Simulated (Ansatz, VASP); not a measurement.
This is a calculation of I for VASP 6.6.1.

INCAR

```
SYSTEM = I
PREC = Accurate
ENCUT = 520
EDIFF = 1E-6
ISMEAR = -1
SIGMA = 0.05
LREAL = .False.
LASPH = .True.
NELM = 80
ALGO = Normal
ISIF = 2
LWAVE = .False.
LCHARG = .True.
LELF = .True.
LVHAR = .True.
NBANDS = 22
```

Contents of KPOINTS:

```
regular mesh
0
Gamma
  7 7 3
  0 0 0
```

The input POSCAR:

```
I
1.0
    3.7063282960     -2.4419931020      0.0000000000
    3.7063282960      2.4419931020      0.0000000000
    0.0000000000      0.0000000000      9.9855169996
I
4
Direct
    0.6493000000      0.3507000000      0.3844000000
    0.1493000000      0.8507000000      0.1156000000
    0.3507000000      0.6493000000      0.6156000000
    0.8507000000      0.1493000000      0.8844000000
```

Potentials or basis: VASP PAW LDA potentials, release 64 (I).

Run with:

```console
$ cat potpaw_LDA.64/I/POTCAR > POTCAR
$ mpirun -np 1 vasp_std > vasp.out
```

**Question.** Translate it to Ansatz 0.2.0. Potentials there: Ansatz PAW.

**Answer.** As run (the cutoff follows the program's own potentials):

input.yaml

```yaml
crystal:
  lattice:
    - [3.706328296, -2.441993102, 0.0]
    - [3.706328296, 2.441993102, 0.0]
    - [0.0, 0.0, 9.9855169996]
  atoms:
    - { symbol: I, position: [0.6493, 0.3507, 0.3844] }
    - { symbol: I, position: [0.1493, 0.8507, 0.1156] }
    - { symbol: I, position: [0.3507, 0.6493, 0.6156] }
    - { symbol: I, position: [0.8507, 0.1493, 0.8844] }
hamiltonian:
  xc: lda
  pseudopotentials: { kind: paw }
kpoints:
  mp_grid: { grid: [7, 7, 3] }
scf:
  occupations: { method: fermi_dirac, width: 0.05 }
output:
  forces: true
  stress: true
  eigenvalues: true
```

Potentials or basis: Ansatz PAW.

Command:

```sh
$ ansatz run input.yaml --threads 2 --pin off --max-ram 5120MiB --backend cpu --events-out ev --progress --plain --runs-dir out
```

Both were run:

|  | VASP | Ansatz | Ansatz less VASP |
| --- | --- | --- | --- |
| gap on the k mesh at the Fermi level (eV) | 1.11 | 1.11 | -0.006 |
| least direct gap on the mesh (eV) | 1.17 | 1.16 | -0.005 |
| pressure (GPa) | -2.1 | -2.1 | +0.01 |
| traceless stress, the component that is largest in VASP (GPa) | 1.15 | 1.16 | +0.008 |
| rms of the force components (eV/Å) | 0.161 | 0.164 | +0.0022 |

LDA's correlation is that of Perdew and Zunger in VASP and of Perdew and Wang (1992) in Ansatz. Atom by atom the forces differ by 0.002 eV/Å (rms over components). VASP's potentials hold 28 valence electrons a cell and Ansatz's 68, so a difference there can come from the potentials and not from the codes.

Spin-orbit coupling is off throughout. Noted on Ansatz's run: odd divisions of the mesh miss points on the zone boundary, where band edges often lie, so the gap on the mesh can be too wide.
